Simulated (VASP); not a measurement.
# Al2As5 (P3m1) in VASP: further runs

Runs on Al2As5. Level: PBE. Tasks: relaxation of shape and atoms at fixed volume, relaxation of cell and atoms.

Everything below comes from runs of VASP 6.6.1. Logs are shortened: lines on timing, memory, paths and dates and some standing lists are left out, and cuts for length are marked.

### Step 1. The cell of the first run

Symmetry: P3m1, No. 156, trigonal system. The conventional cell has a = 4.004 Å, b = 4.004 Å, c = 23.951 Å, α = 90.00°, β = 90.00°, γ = 120.00°. Al (site symmetry 3m) has 4 As at 2.49 to 2.53 Å within 3.3 Å. Al (site symmetry 3m) has 4 As at 2.46 to 2.53 Å within 3.3 Å. Within 3.3 Å of Al (site symmetry 3m) lie 4 As at 2.46 to 2.54 Å. Within 3.3 Å of Al (site symmetry 3m) lie 4 As at 2.46 to 2.55 Å. As (site symmetry 3m) has 3 Al at 2.49 Å and 3 As at 3.18 Å within 3.3 Å. Within 3.3 Å of As (site symmetry 3m) lie 4 Al at 2.46 to 2.53 Å. Within 3.3 Å of As (site symmetry 3m) lie 4 Al at 2.46 to 2.53 Å. Within 3.3 Å of As (site symmetry 3m) lie 4 Al at 2.46 to 2.54 Å.

### Step 2. Relaxation of shape and atoms at fixed volume, PBE (23.75 Å³/atom)

File INCAR:

```
ALGO     = Normal         # electronic algorithm
EDIFF    = 1E-6           # SCF threshold, eV
EDIFFG   = -0.01          # ionic threshold
ENCUT    = 600            # plane-wave cutoff, eV
GGA      = PE             # functional
IBRION   = 2              # ionic algorithm
ISIF     = 4              # what is computed and relaxed
ISMEAR   = 0              # smearing method
LASPH    = True           # aspherical terms in the spheres
LCHARG   = False          # write CHGCAR
LREAL    = False          # projectors in reciprocal space
LWAVE    = False          # write WAVECAR
NELM     = 80             # most SCF steps
NSW      = 50             # ionic steps
PREC     = Accurate       # precision mode
SIGMA    = 0.01           # smearing width, eV
```

File KPOINTS:

```
k-points
0
Gamma
  12 12 2
```

File POSCAR:

```
Al2As5
1.0
    4.0038485282      0.0000000000      0.0000000000
   -2.0019242641      3.4674345383      0.0000000000
    0.0000000000      0.0000000000     23.9508861744
Al As
4 10
Direct
    0.0000000000      0.0000000000      0.4244659378
    0.6666666667      0.3333333333      0.2833202514
    0.3333333333      0.6666666667      0.1420324297
    0.0000000000      0.0000000000      0.0007377095
    0.3333333333      0.6666666667      0.4631478686
    0.0000000000      0.0000000000      0.3187697751
    0.6666666667      0.3333333333      0.1775339056
    0.3333333333      0.6666666667      0.0361424183
    0.0000000000      0.0000000000      0.8941193319
    0.3333333333      0.6666666667      0.8431675527
    0.3333333333      0.6666666667      0.6934039172
    0.6666666667      0.3333333333      0.7467443239
    0.6666666667      0.3333333333      0.5544470937
    0.0000000000      0.0000000000      0.6074674847
```

Potentials or basis: VASP PAW PBE potentials, release 64 (Al, As).

Command:

```
> cat potpaw_PBE.64/Al/POTCAR potpaw_PBE.64/As/POTCAR > POTCAR
> mpirun -np 1 vasp_std > vasp.out
```

OUTCAR:

```text
EDIFF = 1E-6
   EDIFFG = -0.01
   ENCUT = 600
   GGA = PE
   IBRION = 2
   ISIF = 4
   ISMEAR = 0
   LASPH = True
   LREAL = False
   NELM = 80
   NSW = 50
   PREC = Accurate

 ion  position               nearest neighbor table
   1  0.000  0.000  0.424-   5 2.49   5 2.49   5 2.49   6 2.53
   2  0.667  0.333  0.283-   6 2.46   6 2.46   6 2.46   7 2.53
   3  0.333  0.667  0.142-   7 2.46   7 2.46   7 2.46   8 2.54
   4  0.000  0.000  0.001-   8 2.46   8 2.46   8 2.46   9 2.55
   5  0.333  0.667  0.463-   1 2.49   1 2.49   1 2.49
   6  0.000  0.000  0.319-   2 2.46   2 2.46   2 2.46   1 2.53
   7  0.667  0.333  0.178-   3 2.46   3 2.46   3 2.46   2 2.53
   8  0.333  0.667  0.036-   4 2.46   4 2.46   4 2.46   3 2.54
   9  0.000  0.000  0.894-   4 2.55  10 2.61  10 2.61  10 2.61
  10  0.333  0.667  0.843-   9 2.61   9 2.61   9 2.61
  11  0.333  0.667  0.693-  12 2.64  12 2.64  12 2.64
  12  0.667  0.333  0.747-  11 2.64  11 2.64  11 2.64
  13  0.667  0.333  0.554-  14 2.64  14 2.64  14 2.64
  14  0.000  0.000  0.607-  13 2.64  13 2.64  13 2.64

  LATTYP: Found a hexagonal cell.
 ALAT       =     4.0038485282
 C/A-ratio  =     5.9819661023

  Lattice vectors:

 A1 = (   4.0038485282,   0.0000000000,   0.0000000000)
 A2 = (  -2.0019242641,   3.4674345383,   0.0000000000)
 A3 = (   0.0000000000,   0.0000000000,  23.9508861744)

Analysis of symmetry for initial positions (statically):
=====================================================================
 Subroutine PRICEL returns:
 Original cell was already a primitive cell.

 Routine SETGRP: Setting up the symmetry group for a
 hexagonal supercell.

 Subroutine GETGRP returns: Found  6 space group operations
 (whereof  6 operations were pure point group operations)
 out of a pool of 24 trial point group operations.

The static configuration has the point symmetry C_3v.

Analysis of symmetry for dynamics (positions and initial velocities):
=====================================================================
 Subroutine PRICEL returns:
 Original cell was already a primitive cell.

 Routine SETGRP: Setting up the symmetry group for a
 hexagonal supercell.

 Subroutine GETGRP returns: Found  6 space group operations
 (whereof  6 operations were pure point group operations)
 out of a pool of 24 trial point group operations.

The dynamic configuration has the point symmetry C_3v.

 Subroutine INISYM returns: Found  6 space group operations
 (whereof  6 operations are pure point group operations),
 and found     1 'primitive' translations

[... 139 lines left out ...]
  volume/ion in A,a.u.               =      23.75       160.28
  Fermi-wavevector in a.u.,A,eV,Ry     =   0.935268  1.767401 11.901381  0.874727
  Thomas-Fermi vector in A             =   2.062158
   LORBIT       =      0    0 simple, 1 ext, 2 COOP (PROOUT), +10 PAW based schemes
   GGA     = PE    functional components
   LHFCALC =     F    Hartree Fock is set to
   AEXX    =    0.0000 exact exchange contribution
   IVDW    =     0    specifies the selected vdW correction
   LEPSILON=     F    determine dielectric tensor
   LRPA    =     F    only Hartree local field effects (RPA)
 conjugate gradient relaxation of ions
 non-spin polarized calculation
 Gauss-broadening in eV      SIGMA  =   0.01
  energy-cutoff  :      600.00
  volume of cell :      332.51
 maximum number of plane-waves:     11154
 NGX is ok and might be reduce to    32
   NGX = 15   NGY = 15   NGZ = 95

--------------------------------------- Ionic step        1  -------------------------------------------

 number of electron      61.9999999 magnetization

 Free energy of the ion-electron system (eV)
  ---------------------------------------------------
  ext. energy  EPLUGINS =         0.00000000
  ---------------------------------------------------
  free energy    TOTEN  =       -64.27292195 eV

  energy without entropy =      -64.27283364  energy(sigma->0) =      -64.27287779

------------------------ aborting loop because EDIFF is reached ----------------------------------------

  FORCE on cell =-STRESS in cart. coord.  units (eV):
  Direction    XX          YY          ZZ          XY          YZ          ZX
  --------------------------------------------------------------------------------------
  -------------------------------------------------------------------------------------
  Total       -3.7294989     -3.7294989     -3.2404989      0.0000000     -0.0000000     -0.0000000
  in kB      -17.9702272    -17.9702272    -15.6140286      0.0000000     -0.0000000     -0.0000000
  external PRESSURE =     -17.1848277 kB  Pullay stress =       0.0000000 kB
[... 125 lines left out ...]
  FREE ENERGIE OF THE ION-ELECTRON SYSTEM (eV)
  ---------------------------------------------------
  free  energy   TOTEN  =       -64.2775074716 eV

  energy  without entropy=      -64.2773029884  energy(sigma->0) =      -64.27740523

[... ionic steps 4 to 21 ...]

--------------------------------------- Ionic step       22  -------------------------------------------

 number of electron      62.0000000 magnetization

------------------------ aborting loop because EDIFF is reached ----------------------------------------
[... 91 lines left out ...]
--------------------------------------- Ionic step       24  -------------------------------------------

 number of electron      62.0000000 magnetization

 Free energy of the ion-electron system (eV)
  ---------------------------------------------------
  ext. energy  EPLUGINS =         0.00000000
  ---------------------------------------------------
  free energy    TOTEN  =       -64.28761448 eV

  energy without entropy =      -64.28758466  energy(sigma->0) =      -64.28759957

 E-fermi :   4.2134     XC(G=0):  -9.1639

 val. band max:        4.1967402160   @ k =   0.1667   0.0833   0.0000
 cond. band min:       4.2279711899   @ k =   0.0833   0.0833   0.0000
 fundamental gap:      0.0312309739
 Fermi energy:         4.2133943126

 k-point     1 :       0.0000    0.0000    0.0000
  band No.  band energies     occupation
      1      -9.9731      2.00000
      2      -9.3872      2.00000
      3      -8.7168      2.00000
      4      -8.2704      2.00000
      5      -7.7391      2.00000
      6      -7.2283      2.00000
[... 997 lines left out ...]
     38       6.4182      0.00000
     39       6.7103      0.00000

 [... further k-points ...]
[... 5 lines left out ...]
  --------------------------------------------------------------------------------------
  -------------------------------------------------------------------------------------
  Total       -2.2850353     -2.2850353     -2.2674714      0.0000000      0.0000000      0.0000000
  in kB      -11.0102200    -11.0102200    -10.9255903      0.0000000      0.0000000      0.0000000
  external PRESSURE =     -10.9820101 kB  Pullay stress =       0.0000000 kB
[... 29 lines left out ...]
  FREE ENERGIE OF THE ION-ELECTRON SYSTEM (eV)
  ---------------------------------------------------
  free  energy   TOTEN  =       -64.2876144818 eV

  energy  without entropy=      -64.2875846608  energy(sigma->0) =      -64.28759957

 reached required accuracy - stopping structural energy minimisation
```

CONTCAR:

```text
Al2As5
   1.00000000000000
     3.9842127225101236    0.0000000000000000   -0.0000000000000000
    -1.9921063612550618    3.4504294317800639    0.0000000000000001
     0.0000000000000001   -0.0000000000000006   24.1875471565919469
  Al              As
     4    10
Direct
     0.0000000000000000    0.0000000000000000    0.4216186820141172
[... 17 lines left out ...]
  0.00000000E+00  0.00000000E+00  0.00000000E+00
  0.00000000E+00  0.00000000E+00  0.00000000E+00
  0.00000000E+00  0.00000000E+00  0.00000000E+00
  0.00000000E+00  0.00000000E+00  0.00000000E+00
  0.00000000E+00  0.00000000E+00  0.00000000E+00
  0.00000000E+00  0.00000000E+00  0.00000000E+00
  0.00000000E+00  0.00000000E+00  0.00000000E+00
  0.00000000E+00  0.00000000E+00  0.00000000E+00
  0.00000000E+00  0.00000000E+00  0.00000000E+00
  0.00000000E+00  0.00000000E+00  0.00000000E+00
  0.00000000E+00  0.00000000E+00  0.00000000E+00
```

It took 4.1 h on 1 thread of Intel Xeon 8259CL, shared host; peak memory 0.81 GiB.

Results:

```yaml
Free_energy: -64.2876 eV
Energy_gained_by_relaxing: 1.0 meV/atom
Ionic_steps: 24
Pressure_after_relaxing: -1.1 GPa
Largest_force_after_relaxing: 0.007 eV/Å
Band_gap_on_the_k_mesh: zero (bands 31 and 32 overlap by 0.15 eV)
```

Forces on the atoms (eV/Å):
```
Al   0.000  0.000 -0.002
Al   0.000  0.000 -0.001
Al   0.000  0.000  0.003
Al   0.000  0.000  0.004
As   0.000  0.000  0.007
As   0.000  0.000  0.004
As   0.000  0.000  0.001
As   0.000  0.000  0.007
As   0.000  0.000 -0.001
As   0.000  0.000 -0.007
As   0.000  0.000 -0.006
As   0.000  0.000 -0.006
As   0.000  0.000  0.002
As   0.000  0.000 -0.006
```

The path:
| step | energy change (eV) | largest force (eV/Å) | pressure (GPa) | volume (Å³) |
| --- | --- | --- | --- | --- |
| 1 | 0.0000 | 0.1195 | -1.72 | 332.51 |
| 2 | -0.0034 | 0.0819 | -1.63 | 332.51 |
| 3 | -0.0046 | 0.0699 | -1.54 | 332.51 |
| 4 | -0.0056 | 0.0536 | -1.51 | 332.51 |
| 5 | -0.0059 | 0.0481 | -1.48 | 332.51 |
| 6 | -0.0067 | 0.0439 | -1.46 | 332.51 |
| 7 | -0.0079 | 0.0563 | -1.40 | 332.51 |
| 8 | -0.0079 | 0.0596 | -1.39 | 332.51 |
| 9 | -0.0091 | 0.0382 | -1.37 | 332.51 |
| 10 | -0.0102 | 0.0645 | -1.32 | 332.51 |
| 11 | -0.0109 | 0.0558 | -1.30 | 332.51 |
| 12 | -0.0125 | 0.0400 | -1.24 | 332.51 |
| 13 | -0.0127 | 0.0668 | -1.13 | 332.51 |
| 14 | -0.0130 | 0.0452 | -1.19 | 332.51 |
| 15 | -0.0139 | 0.0307 | -1.15 | 332.51 |
| 16 | -0.0140 | 0.0342 | -1.13 | 332.51 |
| 17 | -0.0140 | 0.0359 | -1.13 | 332.51 |
| 18 | -0.0143 | 0.0280 | -1.12 | 332.51 |
| 19 | -0.0143 | 0.0261 | -1.11 | 332.51 |
| 20 | -0.0145 | 0.0192 | -1.10 | 332.51 |
| 21 | -0.0146 | 0.0171 | -1.09 | 332.51 |
| 22 | -0.0146 | 0.0122 | -1.10 | 332.51 |
| 23 | -0.0146 | 0.0125 | -1.10 | 332.51 |
| 24 | -0.0147 | 0.0072 | -1.10 | 332.51 |

Final structure:
```
Al As
1.0
     3.98421    0.00000    0.00000
    -1.99211    3.45043    0.00000
     0.00000    0.00000   24.18755
Al As
4 10
Direct
  0.00000 0.00000 0.42162
  0.66667 0.33333 0.28216
  0.33333 0.66667 0.14263
  0.00000 0.00000 0.00330
  0.33333 0.66667 0.45914
  0.00000 0.00000 0.31706
  0.66667 0.33333 0.17759
  0.33333 0.66667 0.03800
  0.00000 0.00000 0.89800
  0.33333 0.66667 0.84893
  0.33333 0.66667 0.69438
  0.66667 0.33333 0.74622
  0.66667 0.33333 0.55223
  0.00000 0.00000 0.60424
```

Levels at points of the mesh, in eV from the Fermi level:
| k point | band 28 | band 29 | band 30 | band 31 | band 32 | band 33 | band 34 | band 35 |
| --- | --- | --- | --- | --- | --- | --- | --- | --- |
| (0.00, 0.00, 0.00) | -0.66 | -0.66 | -0.15 | -0.15 | 0.87 | 0.90 | 0.90 | 1.03 |
| (0.50, 0.00, 0.00) | -1.75 | -1.70 | -1.13 | -0.87 | -0.06 | 0.66 | 0.99 | 1.25 |
| (0.00, 0.00, 0.50) | -0.66 | -0.66 | -0.15 | -0.15 | 0.89 | 0.90 | 0.90 | 1.00 |
| (0.50, 0.00, 0.50) | -1.78 | -1.75 | -1.13 | -0.74 | -0.11 | 0.49 | 1.07 | 1.38 |

Caveat: semilocal functionals underestimate gaps, and a narrow one can read as zero.

(Continued in part 2 of 2.)

The gap in the log of VASP goes by the Fermi energy; the results here count the filled bands.